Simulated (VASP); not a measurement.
Set up this calculation in VASP 6.6.1, as the native input.

```yaml
Task: single point
Functional: PBE
Potentials_or_basis: VASP PAW PBE potentials, release 64 (Au)
Cutoff: 520 eV
k_mesh: 8 × 8 × 8
Occupations: gaussian, width 0.1 eV
Spin: no spin polarisation
Dipole_correction: no
Further_INCAR_settings: ALGO = Fast; EDIFF = 1e-07; NBANDS = 54
```

The structure of Au lies in POSCAR:

```
Au
1.0
    5.3008046707      0.0000000000      0.0000000000
    0.0000000000      5.3008046707      0.0000000000
    0.0000000000      0.0000000000      5.3008046707
Au
8
Direct
    0.5000000000      0.5000000000      0.5000000000
    0.0000000000      0.0000000000      0.0000000000
    0.2500000000      0.0000000000      0.5000000000
    0.5000000000      0.2500000000      0.0000000000
    0.5000000000      0.7500000000      0.0000000000
    0.7500000000      0.0000000000      0.5000000000
    0.0000000000      0.5000000000      0.7500000000
    0.0000000000      0.5000000000      0.2500000000
```

One way to write it, as run:

INCAR

```
SYSTEM = Au
PREC = Accurate ; ENCUT = 520
EDIFF = 1E-7 ; ISMEAR = 0
SIGMA = 0.1 ; LREAL = .False.
LASPH = .True. ; NELM = 60
ALGO = Fast ; ISIF = 2
LWAVE = .False. ; LCHARG = .False.
GGA = PE ; NBANDS = 54
```

KPOINTS

```
Automatic mesh
0
Gamma
  8 8 8
  0 0 0
```

Potentials or basis: VASP PAW PBE potentials, release 64 (Au).

Command:

```console
$ cat potpaw_PBE.64/Au/POTCAR > POTCAR
$ mpirun -np 1 vasp_std > vasp.out
```

It gave:

```json
{
 "Pressure": "-0.2 GPa",
 "Band gap on the k mesh": "zero (band 44 reaches 8.99 eV, above the bottom of band 45 at 6.81 eV)"
}
```

Caveat: spin-orbit coupling is left out, which moves the levels of the heavy elements.

It took 3.3 min on 1 thread of Intel(R) Xeon(R) Platinum 8375C CPU @ 2.90GHz (Ice Lake), on a shared host, peak memory 0.35 GiB.
